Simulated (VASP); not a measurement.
# BP (CsCl type) (Pm-3m) in VASP: a series of runs

The runs below take BP (CsCl type) through single point, relaxation of cell and atoms, with PBE.

Everything below comes from runs of VASP 6.6.1. Logs are shortened: lines on timing, memory, paths and dates and some standing lists are left out, and cuts for length are marked.

## Step 1: The cell of the first run

The structure is cubic, space group Pm-3m (No. 221). Conventional cell: a = 2.713 Å, b = 2.713 Å, c = 2.713 Å, α = 90.00°, β = 90.00°, γ = 90.00°. Within 3.1 Å of B (site symmetry m-3m) lie 8 P at 2.35 Å and 6 B at 2.71 Å. Within 3.1 Å of P (site symmetry m-3m) lie 8 B at 2.35 Å and 6 P at 2.71 Å.

## Step 2: Single point, PBE

The input, INCAR:

```
ALGO = Normal
EDIFF = 1E-6
ENCUT = 500
GGA = PE
GGA_COMPAT = F
ISIF = 2
ISMEAR = -1
LASPH = T
LCHARG = T
LELF = T
LREAL = F
LVHAR = T
LWAVE = F
NBANDS = 11
NELM = 120
PREC = Accurate
SIGMA = 0.05
```

The input, KPOINTS:

```
k-points
0
Gamma
  14 14 14
```

The input, POSCAR:

```
BP
1.0
    2.7127448851      0.0000000000      0.0000000000
    0.0000000000      2.7127448851      0.0000000000
    0.0000000000      0.0000000000      2.7127448851
B P
1 1
Direct
    0.0000000000      0.0000000000      0.0000000000
    0.5000000000      0.5000000000      0.5000000000
```

Potentials or basis: VASP PAW PBE potentials, release 64 (B, P).

On the command line:

```bash
$ cat potpaw_PBE.64/B/POTCAR potpaw_PBE.64/P/POTCAR > POTCAR
$ mpirun -np 1 vasp_std > vasp.out
```

OUTCAR:

```text
EDIFF = 1E-6
   ENCUT = 500
   GGA = PE
   ISIF = 2
   ISMEAR = -1
   LASPH = T
   LREAL = F
   NELM = 120
   PREC = Accurate

 ion  position               nearest neighbor table
   1  0.000  0.000  0.000-   2 2.35   2 2.35   2 2.35   2 2.35   2 2.35   2 2.35   2 2.35   2 2.35

   2  0.500  0.500  0.500-   1 2.35   1 2.35   1 2.35   1 2.35   1 2.35   1 2.35   1 2.35   1 2.35

  LATTYP: Found a simple cubic cell.
 ALAT       =     2.7127448851

  Lattice vectors:

 A1 = (   2.7127448851,   0.0000000000,   0.0000000000)
 A2 = (   0.0000000000,   2.7127448851,   0.0000000000)
 A3 = (   0.0000000000,   0.0000000000,   2.7127448851)

Analysis of symmetry for initial positions (statically):
=====================================================================
 Subroutine PRICEL returns:
 Original cell was already a primitive cell.

 Routine SETGRP: Setting up the symmetry group for a
 simple cubic supercell.

 Subroutine GETGRP returns: Found 48 space group operations
 (whereof 48 operations were pure point group operations)
 out of a pool of 48 trial point group operations.

The static configuration has the point symmetry O_h .

Analysis of symmetry for dynamics (positions and initial velocities):
=====================================================================
 Subroutine PRICEL returns:
 Original cell was already a primitive cell.

 Routine SETGRP: Setting up the symmetry group for a
 simple cubic supercell.

 Subroutine GETGRP returns: Found 48 space group operations
 (whereof 48 operations were pure point group operations)
 out of a pool of 48 trial point group operations.

The dynamic configuration has the point symmetry O_h .

 Subroutine INISYM returns: Found 48 space group operations
 (whereof 48 operations are pure point group operations),
 and found     1 'primitive' translations

----------------------------------------------------------------------------------------

                                     Primitive cell

  volume of cell :      19.9630

  direct lattice vectors                    reciprocal lattice vectors
     2.712744885  0.000000000  0.000000000     0.368630314  0.000000000  0.000000000
     0.000000000  2.712744885  0.000000000     0.000000000  0.368630314  0.000000000
     0.000000000  0.000000000  2.712744885     0.000000000  0.000000000  0.368630314

  length of vectors
     2.712744885  2.712744885  2.712744885     0.368630314  0.368630314  0.368630314

  position of ions in fractional coordinates (direct lattice)
     0.000000000  0.000000000  0.000000000
     0.500000000  0.500000000  0.500000000

  ion indices of the primitive-cell ions
   primitive index   ion index
                 1           1
                 2           2

----------------------------------------------------------------------------------------

 KPOINTS: k-points

Automatic generation of k-mesh.
 Grid dimensions read from file:
 generate k-points for:   14   14   14

 Generating k-lattice:

  Cartesian coordinates                     Fractional coordinates (reciprocal lattice)
     0.026330737  0.000000000  0.000000000     0.071428571  0.000000000  0.000000000
     0.000000000  0.026330737  0.000000000     0.000000000  0.071428571  0.000000000
     0.000000000  0.000000000  0.026330737     0.000000000  0.000000000  0.071428571

  Length of vectors
     0.026330737  0.026330737  0.026330737

  Shift w.r.t. Gamma in fractional coordinates (k-lattice)
     0.000000000  0.000000000  0.000000000

 Subroutine IBZKPT returns following result:
 ===========================================

 Found    120 irreducible k-points:

 Following reciprocal coordinates:
            Coordinates               Weight
  0.000000  0.000000  0.000000      1.000000
  0.071429  0.000000  0.000000      6.000000
  0.142857  0.000000  0.000000      6.000000
  0.214286  0.000000  0.000000      6.000000
  0.285714  0.000000  0.000000      6.000000
  0.357143  0.000000  0.000000      6.000000
[... 16 lines left out ...]
  0.285714  0.214286  0.000000     24.000000
  0.357143  0.214286  0.000000     24.000000
 [... further k-points ...]
   k-points           NKPTS =    120   k-points in BZ     NKDIM =    120   number of bands    NBANDS=     11
   number of dos      NEDOS =    301   number of ions     NIONS =      2
   total plane-waves  NPLWV =   8000
   dimension x,y,z NGX =    20 NGY =   20 NGZ =   20
   dimension x,y,z NGXF=    40 NGYF=   40 NGZF=   40
   ions per type =               1   1
   NGX,Y,Z   is equivalent  to a cutoff of  12.26, 12.26, 12.26 a.u.
   NGXF,Y,Z  is equivalent  to a cutoff of  24.51, 24.51, 24.51 a.u.
 SYSTEM =  unknown system
   PREC   = accura    normal or accurate (medium, high low for compatibility)
   ISTART =      0    job   : 0-new  1-cont  2-samecut
   ICHARG =      2    charge: 1-file 2-atom 10-const
   ISPIN  =      1    spin polarized calculation?
   LNONCOLLINEAR =      F non collinear calculations
   LSORBIT =      F    spin-orbit coupling
   LASPH  =      T    aspherical Exc in radial PAW
   ENCUT  =  500.0 eV  36.75 Ry    6.06 a.u.   4.95  4.95  4.95*2*pi/ulx,y,z
   NELM   =    120;   NELMIN=  2; NELMDL= -5     # of ELM steps
   EDIFF  = 0.1E-05   stopping-criterion for ELM
   LREAL  =      F    real-space projection
   EDIFFG = 0.1E-04   stopping-criterion for IOM
   NSW    =      0    number of steps for IOM
   IBRION =     -1    ionic relax: 0-MD 1-quasi-New 2-CG
   NFREE  =      0    steps in history (QN), initial steepest desc. (CG)
   ISIF   =      2    stress and relaxation
   ISYM   =      2    0-nonsym 1-usesym 2-fastsym
   POTIM  = 0.5000    time-step for ionic-motion
   TEBEG  =    0.0;   TEEND  =   0.0 temperature during run
   PSTRESS=    0.0 pullay stress
   NELECT =       8.0000    total number of electrons
   NUPDOWN=      -1.0000    fix difference up-down
   EMIN   =  10.00;   EMAX   =-10.00  energy-range for DOS
   EFERMI =   0.00;   METHOD = LEGACY
   ISMEAR =    -1;   SIGMA  =   0.05  broadening in eV -4-tet -1-fermi 0-gaus
   EFERMI_NEDOS =   21; number of points for ismear=-14 and -15
   IALGO  =     38    algorithm
   IMIX   =      4    mixing-type and parameters
     AMIX     =   0.40;   BMIX     =  1.00
     AMIX_MAG =   1.60;   BMIX_MAG =  1.00
  volume/ion in A,a.u.               =       9.98        67.36
  Fermi-wavevector in a.u.,A,eV,Ry     =   1.206968  2.280839 19.820594  1.456773
  Thomas-Fermi vector in A             =   2.342620
   LORBIT       =      0    0 simple, 1 ext, 2 COOP (PROOUT), +10 PAW based schemes
   GGA     = PE    functional components
   LHFCALC =     F    Hartree Fock is set to
   AEXX    =    0.0000 exact exchange contribution
   IVDW    =     0    specifies the selected vdW correction
   LEPSILON=     F    determine dielectric tensor
   LRPA    =     F    only Hartree local field effects (RPA)
 non-spin polarized calculation
  energy-cutoff  :      500.00
  volume of cell :       19.96
 maximum number of plane-waves:       520
 NGX is ok and might be reduce to    20
   NGX =  9   NGY =  9   NGZ =  9

 number of electron       7.9999998 magnetization

 Free energy of the ion-electron system (eV)
  ---------------------------------------------------
  ext. energy  EPLUGINS =         0.00000000
  ---------------------------------------------------
  free energy    TOTEN  =        -9.24624176 eV

  energy without entropy =       -9.23972188  energy(sigma->0) =       -9.24298182

 E-fermi :  10.1580     XC(G=0): -12.1293

 val. band max:       10.1087190854   @ k =   0.3571   0.2857   0.1429
 cond. band min:      10.1614402488   @ k =   0.5000   0.1429   0.0000
 fundamental gap:      0.0527211634
 Fermi energy:        10.1579940972

 k-point     1 :       0.0000    0.0000    0.0000
  band No.  band energies     occupation
      1      -7.0651      2.00000
      2       9.0455      2.00000
      3       9.0455      2.00000
      4       9.0455      2.00000
      5      12.3617      0.00000
      6      14.5137      0.00000
      7      14.5137      0.00000
      8      21.0415      0.00000
      9      21.0415      0.00000
     10      21.0415      0.00000
     11      28.0940      0.00000

 k-point     2 :       0.0714    0.0000    0.0000
  band No.  band energies     occupation
      1      -6.9721      2.00000
      2       8.0502      2.00000
      3       9.1343      2.00000
      4       9.1343      2.00000
      5      12.6556      0.00000
      6      14.6058      0.00000
      7      15.4110      0.00000
      8      20.7244      0.00000
      9      20.7244      0.00000
     10      20.8589      0.00000
     11      28.0818      0.00000

 k-point     3 :       0.1429    0.0000    0.0000
  band No.  band energies     occupation
      1      -6.6940      2.00000
      2       6.2061      2.00000
      3       9.4003      2.00000
      4       9.4003      2.00000
      5      12.9927      0.00000
      6      14.8796      0.00000
      7      17.4580      0.00000
      8      19.8598      0.00000
      9      19.8598      0.00000
     10      20.4044      0.00000
     11      28.1140      0.00000

 k-point     4 :       0.2143    0.0000    0.0000
  band No.  band energies     occupation
      1      -6.2337      2.00000
      2       4.2815      2.00000
      3       9.8418      1.99642
      4       9.8418      1.99642
      5      13.3493      0.00000
      6      15.3259      0.00000
      7      18.6449      0.00000
      8      18.6449      0.00000
      9      19.0395      0.00000
     10      20.6400      0.00000
     11      27.8317      0.00000
[... 239 lines left out ...]
 k-point    22 :       0.2143    0.2143    0.0000
  band No.  band energies     occupation
      1      -5.4000      2.00000
      2       4.9433      2.00000
      3       5.2219      2.00000
      4      10.6239      0.00018
      5      14.4036      0.00000
      6      14.7510      0.00000
      7      17.9978      0.00000
      8      19.6997      0.00000
      9      19.7938      0.00000
     10      22.2907      0.00000
     11      24.6699      0.00000

 k-point    23 :       0.2857    0.2143    0.0000
  band No.  band energies     occupation
      1      -4.7620      2.00000
      2       3.2463      2.00000
      3       5.7115      2.00000
      4      11.2239      0.00000
      5      12.9015      0.00000
      6      15.1727      0.00000
      7      17.2360      0.00000
      8      19.4071      0.00000
      9      20.7669      0.00000
     10      24.2671      0.00000
     11      24.3024      0.00000

 k-point    24 :       0.3571    0.2143    0.0000
  band No.  band energies     occupation
      1      -3.9651      2.00000
      2       1.5878      2.00000
      3       6.4901      2.00000
      4      11.3914      0.00000
      5      11.9820      0.00000
      6      15.7593      0.00000
      7      16.2122      0.00000
      8      18.8604      0.00000
      9      21.4110      0.00000
     10      24.4843      0.00000
     11      25.5467      0.00000

 [... further k-points ...]

------------------------ aborting loop because EDIFF is reached ----------------------------------------

  FORCE on cell =-STRESS in cart. coord.  units (eV):
  Direction    XX          YY          ZZ          XY          YZ          ZX
  --------------------------------------------------------------------------------------
  -------------------------------------------------------------------------------------
  Total        0.0021385      0.0021385      0.0021385      0.0000000      0.0000000     -0.0000000
  in kB        0.1716287      0.1716287      0.1716287      0.0000000      0.0000000     -0.0000000
  external PRESSURE =       0.1716287 kB  Pullay stress =       0.0000000 kB

 VOLUME and BASIS-vectors are now :
 -----------------------------------------------------------------------------
  energy-cutoff  :      500.00
  volume of cell :       19.96
      direct lattice vectors                 reciprocal lattice vectors
     2.712744885  0.000000000  0.000000000     0.368630314  0.000000000  0.000000000
     0.000000000  2.712744885  0.000000000     0.000000000  0.368630314  0.000000000
     0.000000000  0.000000000  2.712744885     0.000000000  0.000000000  0.368630314

 POSITION                                       TOTAL-FORCE (eV/Angst)
 -----------------------------------------------------------------------------------
      0.00000      0.00000      0.00000         0.000000      0.000000      0.000000
      1.35637      1.35637      1.35637         0.000000      0.000000      0.000000
 -----------------------------------------------------------------------------------
    total drift:                                0.000000      0.000000      0.000000

  FREE ENERGIE OF THE ION-ELECTRON SYSTEM (eV)
  ---------------------------------------------------
  free  energy   TOTEN  =        -9.2462417619 eV

  energy  without entropy=       -9.2397218829  energy(sigma->0) =       -9.24298182
```

It took 17 s on 1 thread of Intel Xeon 8259CL, shared host; peak memory 0.14 GiB.

Results:

* Free energy: -9.2462 eV
* Pressure: 0.0 GPa
* Band gap on the k mesh: zero (bands 4 and 5 overlap by 5.99 eV)

Levels at points of the mesh, in eV from the Fermi level:
```csv
k point,band 1,band 2,band 3,band 4,band 5,band 6,band 7,band 8,band 9
"(0.00, 0.00, 0.00)",-17.22,-1.11,-1.11,-1.11,2.20,4.36,4.36,10.88,10.88
"(0.50, 0.00, 0.00)",-13.54,-11.49,2.88,2.88,3.40,3.40,5.09,6.26,7.41
"(0.50, 0.50, 0.00)",-9.37,-8.14,-8.14,-6.08,5.12,5.51,8.39,8.39,11.67
"(0.50, 0.50, 0.50)",-5.65,-3.80,-3.80,-3.80,-3.12,-3.12,-3.12,-1.56,20.90
```

## Step 3: Single point, PBE

The input, INCAR:

```
SYSTEM = BP
PREC     = Accurate       ! precision mode
ENCUT    = 500            ! plane-wave cutoff, eV
EDIFF    = 1E-6           ! SCF threshold, eV
ISMEAR   = -1             ! smearing method
SIGMA    = 0.05           ! smearing width, eV
LREAL    = .False.        ! projectors in reciprocal space
LASPH    = .True.         ! aspherical terms in the spheres
NELM     = 120            ! most SCF steps
ALGO     = Normal         ! electronic algorithm
ISIF     = 2              ! what is computed and relaxed
LWAVE    = .False.        ! write WAVECAR
LCHARG   = .False.        ! write CHGCAR
GGA      = PE             ! functional
NBANDS   = 11             ! bands
GGA_COMPAT= .False.
```

The input, KPOINTS:

```
regular mesh
0
Gamma
  14 14 14
  0 0 0
```

The input, POSCAR:

```
BP
1.0
    2.7129453613      0.0000000000      0.0000000000
    0.0000000000      2.7129453613      0.0000000000
    0.0000000000      0.0000000000      2.7129453613
B P
1 1
Direct
    0.0000000000      0.0000000000      0.0000000000
    0.5000000000      0.5000000000      0.5000000000
```

Potentials or basis: VASP PAW PBE potentials, release 64 (B, P).

On the command line:

```bash
$ cat potpaw_PBE.64/B/POTCAR potpaw_PBE.64/P/POTCAR > POTCAR
$ mpirun -np 1 vasp_std > vasp.out
```

It took 17 s on 1 thread of Intel Xeon 8259CL, shared host; peak memory 0.14 GiB.

The run converged. Its results:

* Free energy: -9.2462 eV
* Pressure: 0.0 GPa
* Band gap on the k mesh: zero (bands 4 and 5 overlap by 5.99 eV)

Levels at points of the mesh, in eV from the Fermi level:
| k point | band 1 | band 2 | band 3 | band 4 | band 5 | band 6 | band 7 | band 8 |
| --- | --- | --- | --- | --- | --- | --- | --- | --- |
| (0.00, 0.00, 0.00) | -17.22 | -1.11 | -1.11 | -1.11 | 2.20 | 4.36 | 4.36 | 10.88 |
| (0.50, 0.00, 0.00) | -13.54 | -11.49 | 2.88 | 2.88 | 3.40 | 3.40 | 5.09 | 6.25 |
| (0.50, 0.50, 0.00) | -9.37 | -8.14 | -8.14 | -6.08 | 5.12 | 5.51 | 8.39 | 8.39 |
| (0.50, 0.50, 0.50) | -5.65 | -3.80 | -3.80 | -3.80 | -3.12 | -3.12 | -3.12 | -1.56 |

## Step 4: Relaxation of cell and atoms, PBE, target pressure 0.25 GPa, at which the enthalpy is minimised

This run uses another cell than the first one, of 9.37 Å³/atom.

The input, INCAR:

```
ALGO = Normal ; EDIFF = 1E-7
EDIFFG = -0.005 ; ENCUT = 500
GGA = PE ; GGA_COMPAT = F
IBRION = 2 ; ISIF = 3
ISMEAR = -1 ; LASPH = T
LCHARG = F ; LREAL = F
LWAVE = F ; NELM = 120
NELMIN = 4 ; NSW = 60
PREC = Accurate ; PSTRESS = 2.5
SIGMA = 0.05
```

The input, KPOINTS:

```
k-points
0
Gamma
  14 14 14
```

The input, POSCAR:

```
BP
1.0
    2.6560704896      0.0000000000      0.0000000000
    0.0000000000      2.6560704896      0.0000000000
    0.0000000000      0.0000000000      2.6560704896
B P
1 1
Direct
    0.0000000000      0.0000000000      0.0000000000
    0.5000000000      0.5000000000      0.5000000000
```

On the command line:

```bash
$ cat potpaw_PBE.64/B/POTCAR potpaw_PBE.64/P/POTCAR > POTCAR
$ mpirun -np 1 vasp_std > vasp.out
```

It took 31 s on 1 thread of Intel Xeon 8259CL, shared host; peak memory 0.13 GiB.

It converged, with:

```yaml
Free_energy: -9.2458 eV
Relaxed_volume: 9.96 Å³/atom
Relaxed_cell: a = 2.711 Å, b = 2.711 Å, c = 2.711 Å, α = 90.00°, β = 90.00°, γ = 90.00°
Space_group_after_relaxing_to_0.1_Å: Pm-3m (No. 221)
Energy_change_on_relaxing_the_run_minimises_the_enthalpy: -17.8 meV/atom
Ionic_steps: 3
Pressure_after_relaxing: 0.3 GPa
```

Step by step:
| step | energy change (eV) | largest force (eV/Å) | pressure (GPa) | volume (Å³) |
| --- | --- | --- | --- | --- |
| 1 | 0.0000 | 0.0000 | 9.77 | 18.74 |
| 2 | -0.0335 | 0.0000 | -2.09 | 20.29 |
| 3 | -0.0356 | 0.0000 | 0.26 | 19.93 |

Final structure:
```xyz
2
Lattice="2.7112 0.0000 0.0000 0.0000 2.7112 0.0000 0.0000 0.0000 2.7112" Properties=species:S:1:pos:R:3 pbc="T T T"
B     0.0000    0.0000    0.0000
P     1.3556    1.3556    1.3556
```

Levels at points of the mesh, in eV from the Fermi level:
```
           k point  band 1  band 2  band 3  band 4  band 5  band 6  band 7  band 8
(0.00, 0.00, 0.00)  -17.24   -1.12   -1.12   -1.12    2.22    4.35    4.35   10.90
(0.50, 0.00, 0.00)  -13.55  -11.51    2.88    2.88    3.41    3.41    5.11    6.27
(0.50, 0.50, 0.00)   -9.38   -8.16   -8.16   -6.09    5.12    5.52    8.40    8.40
(0.50, 0.50, 0.50)   -5.64   -3.81   -3.81   -3.81   -3.13   -3.13   -3.13   -1.56
```

Caveat: the cell is relaxed towards a set pressure, so the run minimises the enthalpy, not the energy; the highest band is partly filled, so the run has too few bands.

(Continued in part 2 of 2.)
